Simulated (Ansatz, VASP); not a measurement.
# ZnO in VASP and in Ansatz

```xyz
4
Lattice="3.0171 0.0000 0.0000 -1.5086 2.6129 0.0000 0.0000 0.0000 5.2931" Properties=species:S:1:pos:R:3 pbc="T T T"
Zn    0.0000    1.7419    0.0080
Zn    1.5086    0.8710    2.6545
O     0.0000    1.7419    2.0146
O     1.5086    0.8710    4.6611
```

Change from the starting cell: strain -0.080 along x and y, +0.000 along z, atoms carried along.

Alike in both runs: task single point; functional PBE; k mesh 12 × 12 × 6; occupations gaussian, width 0.05 eV; no spin polarisation.

|  | VASP | Ansatz |
| --- | --- | --- |
| version | VASP 6.6.1 | Ansatz 0.2.0 |
| potentials or method | VASP PAW PBE potentials, release 64 (Zn, O), cutoff 520 eV | scalar-relativistic, plane waves, PAW |
| valence electrons in the cell | 36 | 36 |

```tsv
	VASP	Ansatz	Ansatz less VASP
gap on the k mesh at the Fermi level (eV)	0.75	0.76	+0.010
least direct gap on the mesh (eV)	0.75	0.76	+0.010
pressure (GPa)	35.0	33.1	-1.84
traceless stress, the component that is largest in VASP (GPa)	-19.23	-18.52	+0.712
rms of the force components (eV/Å)	0.737	0.697	-0.0398
```

Atom by atom the forces differ by 0.040 eV/Å (rms over components). Both programs put the cell under a high pressure, so it lies far from rest at this level.
